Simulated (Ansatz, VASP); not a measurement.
**Na5Ir in VASP and in Ansatz**

```
Na Ir
1.0
     5.73463    0.00000    0.00000
    -2.86732   -1.65545   -5.11941
     0.00000    9.93267    0.00000
Na Ir
10 2
Direct
  0.01436 0.02871 0.67145
  0.51436 0.02871 0.17145
  0.48564 0.97129 0.82855
  0.98564 0.97129 0.32855
  0.43619 0.50000 0.56381
  0.93619 0.50000 0.06381
  0.43619 0.50000 0.93619
  0.93619 0.50000 0.43619
  0.87761 0.50000 0.75000
  0.37761 0.50000 0.25000
  0.50000 0.00000 0.50000
  0.00000 0.00000 0.00000
```

Alike in both runs: task single point; functional PBE; k mesh 4 × 4 × 4; occupations gaussian, width 0.2 eV; no spin polarisation.

|  | VASP | Ansatz |
| --- | --- | --- |
| version | VASP 6.6.1 | Ansatz 0.2.0 |
| potentials or method | VASP PAW PBE potentials, release 64 (Na_pv, Ir), cutoff 520 eV | scalar-relativistic, plane waves, PAW |
| valence electrons in the cell | 88 | 124 |

VASP gave:

```
gap on the k mesh at the Fermi level (eV)                     : none
pressure (GPa)                                                : 0.0
traceless stress, the component that is largest in VASP (GPa) : 0.07
```

Question: Estimate Ansatz's values.

Answer: gap on the k mesh at the Fermi level (eV): none; pressure (GPa): 0.0; traceless stress, the component that is largest in VASP (GPa): 0.06.

A gap of «none» marks a metal or a gap that the smearing closes. The functional is the same, so the differences come from potentials, cutoffs and numerics. VASP's potentials hold 88 valence electrons a cell and Ansatz's 124, so a difference there can come from the potentials and not from the codes.

Spin-orbit coupling is off throughout.
